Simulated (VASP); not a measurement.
# CeBS2 (R-3m) in VASP: further runs, part 2 of 2

VASP 6.6.1. The steps go on from the part before.

## (4) Single point, LDA

INCAR

```
  PREC = Accurate
  ENCUT = 520
  EDIFF = 1E-7
  ISMEAR = -5
  SIGMA = 0.1
  LREAL = F
  LASPH = T
  NELM = 100
  ALGO = Fast
  ISIF = 2
  LWAVE = F
  LCHARG = F
  NBANDS = 22
```

KPOINTS

```
regular mesh
0
Gamma
  6 6 6
```

POSCAR

```
CeBS2
1.0
    3.8209214700      0.0000000000      0.0000000000
   -1.9104602300      3.3090167600      0.0000000000
    0.0000000000     -2.2060074500      6.4976678700
Ce B S
1 1 2
Direct
    0.5000000000      0.0000000000      0.5000000000
    0.0000000000      0.0000000000      0.0000000000
    0.2414600000      0.4829200000      0.7243800000
    0.7585400000      0.5170800000      0.2756200000
```

Potentials or basis: VASP PAW LDA potentials, release 64 (Ce, B, S).

On the command line:

```console
$ cat potpaw_LDA.64/Ce/POTCAR potpaw_LDA.64/B/POTCAR potpaw_LDA.64/S/POTCAR > POTCAR
$ mpirun -np 1 vasp_std > vasp.out
```

OUTCAR:

```text
PREC = Accurate
   ENCUT = 520
   EDIFF = 1E-7
   ISMEAR = -5
   LREAL = F
   LASPH = T
   NELM = 100
   ISIF = 2

 ion  position               nearest neighbor table
   1  0.500  0.000  0.500-   4 2.64   3 2.64   4 2.64   3 2.64   3 2.64   4 2.64
   2  0.000  0.000  0.000-
   3  0.241  0.483  0.724-   1 2.64   1 2.64   1 2.64
   4  0.759  0.517  0.276-   1 2.64   1 2.64   1 2.64

  LATTYP: Found a trigonal (rhomboedric) cell.
 ALAT       =     6.8619353406
 COS(alpha) =     0.8449708834

  Lattice vectors:

 A1 = (   0.0000000000,  -2.2060074500,   6.4976678700)
 A2 = (   1.9104612400,   1.1030093100,   6.4976678700)
 A3 = (  -1.9104602300,   1.1030093100,   6.4976678700)

Analysis of symmetry for initial positions (statically):
=====================================================================
 Subroutine PRICEL returns:
 Original cell was already a primitive cell.

 Routine SETGRP: Setting up the symmetry group for a
 trigonal (rhombohedral) supercell.

 Subroutine GETGRP returns: Found 12 space group operations
 (whereof 12 operations were pure point group operations)
 out of a pool of 12 trial point group operations.

The static configuration has the point symmetry D_3d.

Analysis of symmetry for dynamics (positions and initial velocities):
=====================================================================
 Subroutine PRICEL returns:
 Original cell was already a primitive cell.

 Routine SETGRP: Setting up the symmetry group for a
 trigonal (rhombohedral) supercell.

 Subroutine GETGRP returns: Found 12 space group operations
 (whereof 12 operations were pure point group operations)
 out of a pool of 12 trial point group operations.

The dynamic configuration has the point symmetry D_3d.

 Subroutine INISYM returns: Found 12 space group operations
 (whereof 12 operations are pure point group operations),
 and found     1 'primitive' translations

[... 116 lines left out ...]
   EFERMI_NEDOS =   21; number of points for ismear=-14 and -15
   IALGO  =     68    algorithm
   IMIX   =      4    mixing-type and parameters
     AMIX     =   0.40;   BMIX     =  1.00
     AMIX_MAG =   1.60;   BMIX_MAG =  1.00
  volume/ion in A,a.u.               =      20.54       138.60
  Fermi-wavevector in a.u.,A,eV,Ry     =   1.129764  2.134945 17.366036  1.276368
  Thomas-Fermi vector in A             =   2.266459
   LORBIT       =      0    0 simple, 1 ext, 2 COOP (PROOUT), +10 PAW based schemes
   GGA     = CA    functional components
   LHFCALC =     F    Hartree Fock is set to
   AEXX    =    0.0000 exact exchange contribution
   IVDW    =     0    specifies the selected vdW correction
   LEPSILON=     F    determine dielectric tensor
   LRPA    =     F    only Hartree local field effects (RPA)
 non-spin polarized calculation
 RMM-DIIS sequential band-by-band and
 Fermi weights with tetrahedron method with Bloechl corrections
  energy-cutoff  :      520.00
  volume of cell :       82.15
 maximum number of plane-waves:      2231
   NGX = 15   NGY = 15   NGZ = 25

 number of electron      27.0000000 magnetization

 Free energy of the ion-electron system (eV)
  ---------------------------------------------------
  ext. energy  EPLUGINS =         0.00000000
  ---------------------------------------------------
  free energy    TOTEN  =       -23.65817905 eV

  energy without entropy =      -23.65817905  energy(sigma->0) =      -23.65817905

 E-fermi :   6.0360     XC(G=0): -10.2361

 val. band max:        6.0418184987   @ k =   0.1667   0.0000   0.3333
 cond. band min:       6.0185375238   @ k =   0.1667   0.1667   0.0000
 fundamental gap:     -0.0232809749
 Fermi energy:         6.0360068215

 k-point     1 :       0.0000    0.0000    0.0000
  band No.  band energies     occupation
      1     -28.4379      2.00000
      2     -12.1851      2.00000
      3     -11.0852      2.00000
      4     -11.0852      2.00000
      5      -7.7305      2.00000
      6      -5.8327      2.00000
[... 589 lines left out ...]
     21       7.3094      0.00000
     22       7.7720      0.00000

 [... further k-points ...]
[... 5 lines left out ...]
  --------------------------------------------------------------------------------------
  -------------------------------------------------------------------------------------
  Total        3.4658262      3.4658298      0.2052431      0.0000005      0.0000001      0.0000000
  in kB       67.5916081     67.5916776      4.0027144      0.0000103      0.0000023      0.0000002
  external PRESSURE =      46.3953334 kB  Pullay stress =       0.0000000 kB

 VOLUME and BASIS-vectors are now :
 -----------------------------------------------------------------------------
  energy-cutoff  :      520.00
  volume of cell :       82.15
      direct lattice vectors                 reciprocal lattice vectors
     3.820921470  0.000000000  0.000000000     0.261716973  0.151102247  0.051300357
    -1.910460230  3.309016760  0.000000000     0.000000000  0.302204574  0.102600741
     0.000000000 -2.206007450  6.497667870     0.000000000  0.000000000  0.153901372

 POSITION                                       TOTAL-FORCE (eV/Angst)
 -----------------------------------------------------------------------------------
      1.91046     -1.10300      3.24883         0.000000      0.000000      0.000000
      0.00000      0.00000      0.00000        -0.000000      0.000000      0.000000
      0.00000      0.00000      4.70678         0.000000      0.000001      1.572779
      1.91046      1.10301      1.79089        -0.000000     -0.000001     -1.572779
 -----------------------------------------------------------------------------------
    total drift:                               -0.000000     -0.000000      0.000000

  FREE ENERGIE OF THE ION-ELECTRON SYSTEM (eV)
  ---------------------------------------------------
  free  energy   TOTEN  =       -23.6581790546 eV

  energy  without entropy=      -23.6581790546  energy(sigma->0) =      -23.65817905
```

OSZICAR:

```text
N       E                     dE             d eps       ncg     rms          rms(c)
DAV:   1     0.199539191629E+03    0.19954E+03   -0.11486E+04  1408   0.123E+03
DAV:   2     0.816254088849E+01   -0.19138E+03   -0.16820E+03  1792   0.242E+02
DAV:   3    -0.240710637708E+02   -0.32234E+02   -0.30864E+02  1754   0.104E+02
[... 41 lines left out ...]
RMM:  45    -0.236581785588E+02   -0.17750E-06   -0.17384E-06  1082   0.313E-03    0.524E-03
RMM:  46    -0.236581787033E+02   -0.14448E-06   -0.14103E-06  1051   0.286E-03    0.583E-03
RMM:  47    -0.236581788393E+02   -0.13604E-06   -0.13193E-06  1008   0.263E-03    0.578E-03
RMM:  48    -0.236581789548E+02   -0.11544E-06   -0.11602E-06   984   0.242E-03    0.618E-03
RMM:  49    -0.236581790546E+02   -0.99814E-07   -0.98776E-07   953   0.218E-03
   1 F= -.23658179E+02 E0= -.23658179E+02  d E =0.000000E+00
```

stdout:

```text
POSCAR found type information on POSCAR CeB S
 POSCAR found :  3 types and       4 ions
 scaLAPACK will be used
 LDA part: xc-table for (Slater(with rela. corr.)+CA(PZ))
 , standard interpolation
[... 45 lines left out ...]
|           W    W  A    A  R    R  N    N  II  N    N   GGGG   !!!           |
|                                                                             |
|     Tetrahedron method does not include variations of the Fermi             |
|     occupations, so forces and stress will be inaccurate. We suggest        |
|     using a different smearing scheme ISMEAR = 1 or 2 for metals in         |
|     relaxations.                                                            |
|                                                                             |
 -----------------------------------------------------------------------------
```

Run time: 93 s. Hardware: 1 thread of Intel Xeon 6975P-C (Granite Rapids), shared host; peak memory 0.23 GiB.

Results:

| Quantity | Value |
| --- | --- |
| Free energy | -23.6582 eV |
| Pressure | 4.6 GPa |
| Largest force | 1.573 eV/Å |
| Band gap on the k mesh | zero (an odd number of electrons rules out a gap without spin polarisation) |

Forces on the atoms (eV/Å):
```
Ce   0.000  0.000  0.000
B    0.000  0.000  0.000
S    0.000  0.000  1.573
S    0.000  0.000 -1.573
```

Levels at points of the mesh, in eV from the Fermi level:
```
           k point  band 9  band 10  band 11  band 12  band 13  band 14  band 15  band 16  band 17  band 18
(0.00, 0.00, 0.00)   -4.19    -3.33    -2.61    -2.61    -2.52     0.16     0.35     0.35     0.66     0.85
(0.50, 0.00, 0.00)   -4.88    -4.24    -2.63    -2.47    -1.43     0.21     0.22     0.39     0.44     0.47
(0.00, 0.50, 0.00)   -3.96    -3.71    -3.52    -3.06    -2.97     0.06     0.18     0.27     0.30     0.38
(0.00, 0.00, 0.50)   -4.19    -4.19    -2.55    -2.55    -1.16     0.14     0.38     0.38     0.66     1.15
```

Caveat: the cell stands under pressure; spin-orbit coupling is left out, which moves the levels of the heavy elements; the run has no spin polarisation, though such a crystal can be magnetic; semilocal functionals describe open f shells poorly, which spoils levels, moments and volumes; forces of over 1 eV/Å act on the atoms, so gaps and moduli don't describe the material at rest; tetrahedron occupations give inexact forces and stress in metals. With open d or f shells a metallic result of LDA can be an artefact of self-interaction; +U or a hybrid may open a gap.

## (5) Single point, LDA

INCAR

```
ALGO = Fast
EDIFF = 1E-7
ENCUT = 520
ISIF = 2
ISMEAR = -1
LASPH = True
LCHARG = False
LREAL = False
LWAVE = False
NBANDS = 22
NELM = 100
PREC = Accurate
SIGMA = 0.1
```

KPOINTS

```
k-points
0
Gamma
  6 6 6
```

POSCAR is that of step 4.

On the command line:

```console
$ cat potpaw_LDA.64/Ce/POTCAR potpaw_LDA.64/B/POTCAR potpaw_LDA.64/S/POTCAR > POTCAR
$ mpirun -np 1 vasp_std > vasp.out
```

Wall time 94 s (1 thread of Intel Xeon 6975P-C (Granite Rapids), shared host); peak memory 0.22 GiB.

Results (log left out):

```yaml
Free_energy: -23.7855 eV
Pressure: 5.2 GPa
Largest_force: 1.629 eV/Å
Band_gap_on_the_k_mesh: zero (an odd number of electrons rules out a gap without spin polarisation)
```

Forces in eV/Å, atoms in the order of the input:
```
Ce   0.000  0.000  0.000
B    0.000  0.000  0.000
S    0.000  0.000  1.629
S    0.000  0.000 -1.629
```

Stress tensor (GPa, compression positive):
```
7.40 0.00 0.00
0.00 7.40 0.00
0.00 0.00 0.85
```

Levels at points of the mesh, in eV from the Fermi level:
```tsv
k point	band 11	band 12	band 13	band 14	band 15	band 16
(0.00, 0.00, 0.00)	-2.60	-2.60	-2.52	0.26	0.46	0.46
(0.50, 0.00, 0.00)	-2.62	-2.46	-1.41	0.31	0.33	0.50
(0.00, 0.50, 0.00)	-3.52	-3.07	-2.96	0.14	0.27	0.30
(0.00, 0.00, 0.50)	-2.54	-2.54	-1.14	0.24	0.49	0.49
```

Caveat: the cell stands under pressure; spin-orbit coupling is left out, which moves the levels of the heavy elements; the run has no spin polarisation, though such a crystal can be magnetic; semilocal functionals describe open f shells poorly, which spoils levels, moments and volumes; forces of over 1 eV/Å act on the atoms, so gaps and moduli don't describe the material at rest.

## (6) The runs side by side

| spin | smearing | further INCAR settings | gap on the mesh (eV) | pressure (GPa) | largest force (eV/Å) |
| --- | --- | --- | --- | --- | --- |
| off | fermi-dirac 0.1 eV | ALGO = Fast; EDIFF = 1e-07; NBANDS = 22 | none | 5.2 | 1.63 |
| collinear, ferromagnetic start | fermi-dirac 0.1 eV | ALGO = Fast; EDIFF = 1e-06; NBANDS = 26 | none | 5.2 | 1.63 |
| off | tetrahedron | ALGO = Fast; EDIFF = 1e-07; NBANDS = 22 | none | 4.6 | 1.57 |

Alike in all rows: task single point; level LDA; potentials or basis VASP PAW LDA potentials, release 64 (Ce, B, S); cell as given; k mesh 6 × 6 × 6; cutoff (eV) 520.

Caveats: the cell stands under pressure; spin-orbit coupling is left out, which moves the levels of the heavy elements; semilocal functionals describe open f shells poorly, which spoils levels, moments and volumes; forces of over 1 eV/Å act on the atoms, so gaps and moduli don't describe the material at rest; the magnetic or orbital state may not be the lowest (at least some runs); tetrahedron occupations give inexact forces and stress in metals (at least some runs).

Absolute energies hang on the potentials; compare differences alone.
